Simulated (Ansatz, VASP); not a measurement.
## CsCdCl3 in VASP and in Ansatz

Contents of INCAR:

```
SYSTEM = CsCdCl3
  ALGO = Normal
  EDIFF = 1E-6
  ENCUT = 520
  ISIF = 2
  ISMEAR = 0
  LASPH = .True.
  LCHARG = .True.
  LELF = .True.
  LREAL = .False.
  LVHAR = .True.
  LWAVE = .False.
  NBANDS = 29
  NELM = 80
  PREC = Accurate
  SIGMA = 0.05
```

Contents of KPOINTS:

```
k-points
0
Gamma
  6 6 6
  0 0 0
```

File POSCAR:

```
CsCdCl3
1.0
    5.3560000000      0.0000000000      0.0000000000
    0.0000000000      5.3560000000      0.0000000000
    0.0000000000      0.0000000000      5.3560000000
Cs Cd Cl
1 1 3
Direct
    0.0000000000      0.0000000000      0.0000000000
    0.5000000000      0.5000000000      0.5000000000
    0.0000000000      0.5000000000      0.5000000000
    0.5000000000      0.0000000000      0.5000000000
    0.5000000000      0.5000000000      0.0000000000
```

Input for Ansatz:

```yaml
crystal:
  lattice:
    - [5.356, 0.0, 0.0]
    - [0.0, 5.356, 0.0]
    - [0.0, 0.0, 5.356]
  atoms:
    - { symbol: Cs, position: [0.0, 0.0, 0.0] }
    - { symbol: Cd, position: [0.5, 0.5, 0.5] }
    - { symbol: Cl, position: [0.0, 0.5, 0.5] }
    - { symbol: Cl, position: [0.5, 0.0, 0.5] }
    - { symbol: Cl, position: [0.5, 0.5, 0.0] }
basis:
  ecutwfc: 420
kpoints:
  mp_grid: { grid: [6, 6, 6] }
hamiltonian:
  xc: lda
scf:
  occupations: { method: gaussian, width: 0.05 }
output:
  forces: true
  stress: true
  eigenvalues: true
```

Change from the starting cell: strain +0.030 along x and y, +0.030 along z, atoms carried along.

Alike in both runs: task single point; functional LDA; k mesh 6 × 6 × 6; occupations gaussian, width 0.05 eV; no spin polarisation.

|  | VASP | Ansatz |
| --- | --- | --- |
| version | VASP 6.6.1 | Ansatz 0.2.0 |
| potentials or method | VASP PAW LDA potentials, release 64 (Cs_sv, Cd, Cl), cutoff 520 eV | scalar-relativistic, plane waves, PAW |
| valence electrons in the cell | 42 | 50 |

|  | VASP | Ansatz | Ansatz less VASP |
| --- | --- | --- | --- |
| gap on the k mesh at the Fermi level (eV) | 1.38 | 1.36 | -0.025 |
| least direct gap on the mesh (eV) | 1.75 | 1.73 | -0.022 |
| pressure (GPa) | -4.1 | -4.2 | -0.13 |

LDA's correlation is that of Perdew and Zunger in VASP and of Perdew and Wang (1992) in Ansatz. VASP's potentials hold 42 valence electrons a cell and Ansatz's 50, so a difference there can come from the potentials and not from the codes.

Neither program's run includes spin-orbit coupling.
